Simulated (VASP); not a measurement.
Input of a VASP 6.6.1 run:

INCAR

```
PREC     = Accurate       # precision mode
ENCUT    = 600            # plane-wave cutoff, eV
EDIFF    = 1E-7           # SCF threshold, eV
ISMEAR   = -1             # smearing method
SIGMA    = 0.05           # smearing width, eV
LREAL    = False          # projectors in reciprocal space
LASPH    = True           # aspherical terms in the spheres
NELM     = 60             # most SCF steps
ALGO     = Normal         # electronic algorithm
ISIF     = 3              # what is computed and relaxed
LWAVE    = False          # write WAVECAR
LCHARG   = False          # write CHGCAR
GGA      = PS             # functional
IBRION   = 2              # ionic algorithm
NSW      = 80             # ionic steps
EDIFFG   = -0.005         # ionic threshold
PSTRESS  = 100.0
```

KPOINTS

```
Automatic mesh
0
Gamma
  11 11 6
```

POSCAR

```
Pt
1.0
    2.7606656158      0.0000000000      0.0000000000
   -1.3803328079      2.3908065546      0.0000000000
    0.0000000000      0.0000000000      4.7921340000
Pt
2
Direct
    0.3333333333      0.6666666667      0.2500000000
    0.6666666667      0.3333333333      0.7500000000
```

Potentials or basis: VASP PAW PBE potentials, release 64 (Pt).

Command:

```console
$ cat potpaw_PBE.64/Pt/POTCAR > POTCAR
$ mpirun -np 1 vasp_std > vasp.out
```

Problem. What does it give for the space group after relaxing (to 0.1 Å)?

Solution. P6_3/mmc (No. 194).

Problem. Predict the relaxed cell.

Solution. a = 2.706 Å, b = 2.706 Å, c = 4.618 Å, α = 90.00°, β = 90.00°, γ = 120.00°.

Problem. Predict the relaxed volume.

Solution. 14.64 Å³/atom.

Step by step:
```tsv
step	energy change (eV)	largest force (eV/Å)	pressure (GPa)	volume (Å³)
1	0.0000	0.0000	-10.93	31.63
2	2.6189	0.0000	157.46	23.08
3	-0.0308	0.0000	7.72	29.52
4	-0.0236	0.0000	9.26	29.38
5	-0.0194	0.0000	10.06	29.31
6	-0.0205	0.0000	10.17	29.26
7	-0.0207	0.0000	10.15	29.26
8	-0.0208	0.0000	10.15	29.26
9	-0.0238	0.0000	9.58	29.31
10	-0.0215	0.0000	10.01	29.28
```

Caveat: the cell is relaxed towards a set pressure, so the run minimises the enthalpy, not the energy; the PAW data sets were made with another functional, which shifts forces and pressure a little.
